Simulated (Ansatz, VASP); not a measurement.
## Two plane-wave programs on GaAs

```
Ga As
1.0
     0.00000    2.75618    2.82685
     2.75618    0.00000    2.82685
     2.75618    2.75618    0.00000
Ga As
1 1
Direct
  0.00000 0.00000 0.00000
  0.75000 0.75000 0.75000
```

Change from the starting cell: strain -0.025 along x and y, +0.000 along z, atoms carried along.

Alike in both runs: task single point; functional PBE; k mesh 10 × 10 × 10; occupations gaussian, width 0.05 eV; no spin polarisation.

|  | VASP | Ansatz |
| --- | --- | --- |
| version | VASP 6.6.1 | Ansatz 0.2.0 |
| potentials or method | VASP PAW PBE potentials, release 64 (Ga_d, As), cutoff 520 eV | scalar-relativistic, plane waves, PAW |
| valence electrons in the cell | 18 | 28 |

Ansatz gave:

| Quantity | Value |
| --- | --- |
| gap on the k mesh at the Fermi level (eV) | 0.85 |
| least direct gap on the mesh (eV) | 0.85 |
| pressure (GPa) | 7.6 |
| traceless stress, the component that is largest in VASP (GPa) | -1.05 |

What did VASP give for the same quantities?

gap on the k mesh at the Fermi level (eV): 0.85; least direct gap on the mesh (eV): 0.85; pressure (GPa): 7.8; traceless stress, the component that is largest in VASP (GPa): -1.05.

With one functional, cell and mesh, what is left measures potentials, basis and numerics. VASP's potentials hold 18 valence electrons a cell and Ansatz's 28, so a difference there can come from the potentials and not from the codes.
